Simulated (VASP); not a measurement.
SiW3, 4 atoms in the cell. Symmetry: Im-3m, No. 229, cubic system. The conventional cell has a = 4.947 Å, b = 4.947 Å, c = 4.947 Å, α = 90.00°, β = 90.00°, γ = 90.00°. Within 3.3 Å of Si (site symmetry m-3m) lie 6 W at 2.47 Å. W (site symmetry 4/mmm) has 2 Si at 2.47 Å and 4 W at 2.47 Å within 3.3 Å.  This cell differs from its parent crystal: strain -0.050 along x and y, -0.050 along z.

| Item | Value |
| --- | --- |
| Program | VASP 6.6.1 |
| Task | single point |
| Functional | PBE |
| Potentials or basis | VASP PAW PBE potentials, release 64 (Si, W_sv) |
| Cutoff | 520 eV |
| k mesh | 14 × 14 × 14 |
| Occupations | gaussian, width 0.15 eV |
| Spin | no spin polarisation |
| Dipole correction | no |
| Further INCAR settings | ALGO = Fast; EDIFF = 1e-07; NBANDS = 31 |

Potentials or basis: VASP PAW PBE potentials, release 64 (Si, W_sv).

Launch:

```bash
$ cat potpaw_PBE.64/Si/POTCAR potpaw_PBE.64/W_sv/POTCAR > POTCAR
$ mpirun -np 1 vasp_std > vasp.out
```

Hardware: 1 thread of Intel(R) Xeon(R) Platinum 8259CL CPU @ 2.50GHz (Skylake/Cascade Lake), with other jobs on the host.

Question: How long does it take, and how much memory?

Answer: Run time: 2.7 min on 1 thread of Intel(R) Xeon(R) Platinum 8259CL CPU @ 2.50GHz (Skylake/Cascade Lake) (shared host), peak memory 0.29 GiB. Counts: scf iterations 19, k points 104.
